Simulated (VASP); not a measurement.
# SiC (Moissanite 3C) (F-43m) in VASP: settings compared, part 2 of 2

VASP 6.6.1. The steps go on from the part before.

## (4) Single point, RPBE

This run uses another cell than the first one, of 10.14 Å³/atom, 0.998 times its volume.

INCAR reads:

```
SYSTEM = SiC
PREC = Accurate
ENCUT = 600
EDIFF = 1E-6
ISMEAR = -1
SIGMA = 0.05
LREAL = .False.
LASPH = .True.
NELM = 120
ALGO = Normal
ISIF = 2
LWAVE = .False.
LCHARG = .False.
GGA = RP
NBANDS = 11
GGA_COMPAT = .False.
```

KPOINTS reads:

```
regular mesh
0
Gamma
  10 10 10
  0 0 0
```

POSCAR reads:

```
SiC
1.0
    0.0000000000      2.1643753983      2.1643753983
    2.1643753983      0.0000000000      2.1643753983
    2.1643753983      2.1643753983      0.0000000000
Si C
1 1
Direct
    0.0000000000      0.0000000000      0.0000000000
    0.7500000000      0.7500000000      0.7500000000
```

Potentials or basis: VASP PAW PBE potentials, release 64 (Si, C).

The run is started by

```bash
$ cat potpaw_PBE.64/Si/POTCAR potpaw_PBE.64/C/POTCAR > POTCAR
$ mpirun -np 1 vasp_std > vasp.out
```

OUTCAR:

```text
SYSTEM = SiC
   PREC = Accurate
   ENCUT = 600
   EDIFF = 1E-6
   ISMEAR = -1
   LREAL = .False.
   LASPH = .True.
   NELM = 120
   ISIF = 2
   GGA = RP

 ion  position               nearest neighbor table
   1  0.000  0.000  0.000-   2 1.87   2 1.87   2 1.87   2 1.87
   2  0.750  0.750  0.750-   1 1.87   1 1.87   1 1.87   1 1.87

  LATTYP: Found a face centered cubic cell.
 ALAT       =     4.3287507966

  Lattice vectors:

 A1 = (   0.0000000000,   2.1643753983,   2.1643753983)
 A2 = (   2.1643753983,   0.0000000000,   2.1643753983)
 A3 = (   2.1643753983,   2.1643753983,   0.0000000000)

Analysis of symmetry for initial positions (statically):
=====================================================================
 Subroutine PRICEL returns:
 Original cell was already a primitive cell.

 Routine SETGRP: Setting up the symmetry group for a
 face centered cubic supercell.

 Subroutine GETGRP returns: Found 24 space group operations
 (whereof 24 operations were pure point group operations)
 out of a pool of 48 trial point group operations.

The static configuration has the point symmetry T_d .

Analysis of symmetry for dynamics (positions and initial velocities):
[... 163 lines left out ...]
 Fermi energy:         9.1137078066

 k-point     1 :       0.0000    0.0000    0.0000
  band No.  band energies     occupation
      1      -7.1585      2.00000
      2       8.4212      2.00000
      3       8.4212      2.00000
      4       8.4212      2.00000
      5      14.9049      0.00000
      6      15.9214      0.00000
      7      15.9214      0.00000
      8      15.9214      0.00000
      9      22.9894      0.00000
     10      22.9894      0.00000
     11      25.4080      0.00000
[... 309 lines left out ...]
 k-point    24 :       0.4000    0.3000    0.0000
  band No.  band energies     occupation
      1      -3.9733      2.00000
      2       2.8166      2.00000
      3       5.2421      2.00000
      4       5.7746      2.00000
      5      11.3225      0.00000
      6      14.1833      0.00000
      7      20.3246      0.00000
      8      20.5992      0.00000
      9      22.5171      0.00000
     10      26.6494      0.00000
     11      30.0319      0.00000

 [... further k-points ...]
[... 5 lines left out ...]
  --------------------------------------------------------------------------------------
  -------------------------------------------------------------------------------------
  Total        1.3505616      1.3505616      1.3505616      0.0000000      0.0000000     -0.0000000
  in kB      106.7080564    106.7080564    106.7080564      0.0000000      0.0000000     -0.0000000
  external PRESSURE =     106.7080564 kB  Pullay stress =       0.0000000 kB

 VOLUME and BASIS-vectors are now :
 -----------------------------------------------------------------------------
  energy-cutoff  :      600.00
  volume of cell :       20.28
      direct lattice vectors                 reciprocal lattice vectors
     0.000000000  2.164375398  2.164375398    -0.231013530  0.231013530  0.231013530
     2.164375398  0.000000000  2.164375398     0.231013530 -0.231013530  0.231013530
     2.164375398  2.164375398  0.000000000     0.231013530  0.231013530 -0.231013530

 POSITION                                       TOTAL-FORCE (eV/Angst)
 -----------------------------------------------------------------------------------
      0.00000      0.00000      0.00000        -0.000000     -0.000000     -0.000000
      3.24656      3.24656      3.24656         0.000000      0.000000      0.000000
 -----------------------------------------------------------------------------------
    total drift:                               -0.000000     -0.000000     -0.000000

  FREE ENERGIE OF THE ION-ELECTRON SYSTEM (eV)
  ---------------------------------------------------
  free  energy   TOTEN  =       -14.2940333286 eV

  energy  without entropy=      -14.2940333091  energy(sigma->0) =      -14.29403332
```

OSZICAR:

```text
N       E                     dE             d eps       ncg     rms          rms(c)
DAV:   1     0.635292402932E+01    0.63529E+01   -0.43692E+03  1050   0.706E+02
DAV:   2    -0.154946847151E+02   -0.21848E+02   -0.21085E+02  1324   0.114E+02
DAV:   3    -0.161264764375E+02   -0.63179E+00   -0.63033E+00  1274   0.165E+01
DAV:   4    -0.161288271643E+02   -0.23507E-02   -0.23506E-02  1169   0.128E+00
DAV:   5    -0.161288374035E+02   -0.10239E-04   -0.10239E-04  1304   0.791E-02    0.955E+00
DAV:   6    -0.143490615699E+02    0.17798E+01   -0.60929E+00  1160   0.112E+01    0.450E+00
DAV:   7    -0.142960771921E+02    0.52984E-01   -0.43592E-01  1229   0.372E+00    0.195E+00
DAV:   8    -0.142933759904E+02    0.27012E-02   -0.19775E-02  1142   0.988E-01    0.197E-01
DAV:   9    -0.142938371987E+02   -0.46121E-03   -0.17461E-03  1263   0.259E-01    0.141E-01
DAV:  10    -0.142940273517E+02   -0.19015E-03   -0.30819E-04  1154   0.116E-01    0.234E-02
DAV:  11    -0.142940326550E+02   -0.53032E-05   -0.56851E-05  1247   0.408E-02    0.593E-03
DAV:  12    -0.142940333286E+02   -0.67363E-06   -0.21250E-06  1040   0.964E-03
   1 F= -.14294033E+02 E0= -.14294033E+02  d E =-.195406E-07
```

stdout:

```text
POSCAR found type information on POSCAR SiC
 POSCAR found :  2 types and       2 ions
 scaLAPACK will be used
 -----------------------------------------------------------------------------
|                                                                             |
|                                                                             |
|     You enforced a specific xc type in the INCAR file but a different       |
|     I HOPE YOU KNOW WHAT YOU ARE DOING!                                     |
|                                                                             |
 -----------------------------------------------------------------------------

 LDA part: xc-table for (Slater+PW92), standard interpolation
 POSCAR, INCAR and KPOINTS ok, starting setup
 FFT: planning ... GRIDC
 FFT: planning ... GRID_SOFT
 FFT: planning ... GRID
 WAVECAR not read
 entering main loop
```

It took 19 s on 1 thread of AMD EPYC 7R43 (Zen 3), shared host; peak memory 0.1 GiB.

What came out:

```yaml
Free_energy: -14.2940 eV
Pressure: 10.7 GPa
Band_gap_on_the_k_mesh: 1.34 eV, indirect (least direct gap 4.56 eV)
```

Caveat: the PAW data sets were made with another functional, which shifts forces and pressure a little. A k mesh can miss the band edges.

## (5) Single point, PBEsol

This run uses another cell than the first one, of 9.56 Å³/atom, 0.941 times its volume.

INCAR reads:

```
SYSTEM = SiC
PREC = Accurate ; ENCUT = 600
EDIFF = 1E-6 ; ISMEAR = -1
SIGMA = 0.05 ; LREAL = .FALSE.
LASPH = .TRUE. ; NELM = 120
ALGO = Normal ; ISIF = 2
LWAVE = .FALSE. ; LCHARG = .FALSE.
GGA = PS ; NBANDS = 11
GGA_COMPAT = .FALSE.
```

KPOINTS reads:

```
Automatic mesh
0
G
  10 10 10
  0 0 0
```

POSCAR reads:

```
SiC
1.0
    0.0000000000      2.1225370575      2.1225370575
    2.1225370575      0.0000000000      2.1225370575
    2.1225370575      2.1225370575      0.0000000000
Si C
1 1
Direct
    0.0000000000      0.0000000000      0.0000000000
    0.7500000000      0.7500000000      0.7500000000
```

The run is started by

```bash
$ cat potpaw_PBE.64/Si/POTCAR potpaw_PBE.64/C/POTCAR > POTCAR
$ mpirun -np 1 vasp_std > vasp.out
```

Run time: 8.1 s. Hardware: 1 thread of Intel Xeon Platinum 8375C at 2.90GHz (Ice Lake), shared host; peak memory 0.14 GiB.

It converged, with:

| Property | Result |
| --- | --- |
| Free energy | -15.8210 eV |
| Pressure | 20.4 GPa |
| Band gap on the k mesh | 1.16 eV, indirect (least direct gap 4.52 eV) |

Levels at points of the mesh, in eV from the valence-band top:
```
           k point  band 2  band 3  band 4  band 5  band 6  band 7
(0.00, 0.00, 0.00)    0.00    0.00    0.00    7.11    7.81    7.81
(0.50, 0.00, 0.00)   -9.05   -1.07   -1.07    6.10    7.46    7.46
(0.50, 0.50, 0.00)   -8.10   -3.36   -3.36    1.16    4.48   14.88
```

Caveat: the PAW data sets were made with another functional, which shifts forces and pressure a little.

## (6) Single point, PBEsol

This run uses another cell than the first one, of 9.26 Å³/atom, 0.911 times its volume.

INCAR reads:

```
SYSTEM = SiC
PREC = Accurate
ENCUT = 600
EDIFF = 1E-6
ISMEAR = -1
SIGMA = 0.05
LREAL = .False.
LASPH = .True.
NELM = 120
ALGO = Normal
ISIF = 2
LWAVE = .False.
LCHARG = .True.
GGA = PS
LELF = .True.
LVHAR = .True.
NBANDS = 11
GGA_COMPAT = .False.
```

KPOINTS reads:

```
regular mesh
0
Gamma
  10 10 10
  0 0 0
```

POSCAR reads:

```
SiC
1.0
    0.0000000000      2.0999099719      2.0999099719
    2.0999099719      0.0000000000      2.0999099719
    2.0999099719      2.0999099719      0.0000000000
Si C
1 1
Direct
    0.0000000000      0.0000000000      0.0000000000
    0.7500000000      0.7500000000      0.7500000000
```

Potentials or basis: VASP PAW PBE potentials, release 64 (Si, C).

The run is started by

```bash
$ cat potpaw_PBE.64/Si/POTCAR potpaw_PBE.64/C/POTCAR > POTCAR
$ mpirun -np 1 vasp_std > vasp.out
```

It took 6.8 s on 1 thread of Intel Xeon Platinum 8375C at 2.90GHz (Ice Lake), shared host; peak memory 0.13 GiB.

It converged, with:

```yaml
Free_energy: -15.7249 eV
Pressure: 30.5 GPa
Band_gap_on_the_k_mesh: 1.13 eV, indirect (least direct gap 4.55 eV)
```

Levels at points of the mesh, in eV from the valence-band top:
```
           k point  band 1  band 2  band 3  band 4  band 5  band 6  band 7  band 8  band 9
(0.00, 0.00, 0.00)  -16.32    0.00    0.00    0.00    7.49    8.05    8.05    8.05   15.13
(0.50, 0.00, 0.00)  -12.28   -9.24   -1.08   -1.08    6.41    7.60    7.60   10.53   17.45
(0.50, 0.50, 0.00)  -10.71   -8.21   -3.42   -3.42    1.13    4.60   15.27   15.27   16.25
```

Caveat: the PAW data sets were made with another functional, which shifts forces and pressure a little.

## (7) Summary

```tsv
level	cell	gap on the mesh (eV)	pressure (GPa)
PBEsol+D3(BJ)	a = 3.063 Å, angles 60.0°, 2 atoms	1.22	0.2
RPBE	a = 3.040 Å, angles 60.0°, 2 atoms	1.32	16.0
RPBE	a = 3.061 Å, angles 60.0°, 2 atoms	1.34	10.7
PBEsol	a = 3.002 Å, angles 60.0°, 2 atoms	1.16	20.4
PBEsol	a = 2.970 Å, angles 60.0°, 2 atoms	1.13	30.5
```

Alike in all rows: task single point; potentials or basis VASP PAW PBE potentials, release 64 (Si, C); no spin polarisation; k mesh 10 × 10 × 10; cutoff (eV) 600; smearing fermi-dirac 0.05 eV.

Caveats: the PAW data sets were made with another functional, which shifts forces and pressure a little.

Absolute energies hang on the potentials; compare differences alone.

## (8) Against experiment

Step 2. A measured gap of SiC is 2.4 eV (indirect; quoted in “Insight into the structural, elastic and electronic properties of a new orthorhombic 6O-SiC polytype”, 2020, pmc:7200658); the calculated 1.22 eV misses it by -1.18 eV. The value is that of PBEsol+D3(BJ) on a finite k mesh, which can miss the band edges, without temperature or zero-point motion. Semilocal functionals fall short of measured gaps as a rule.
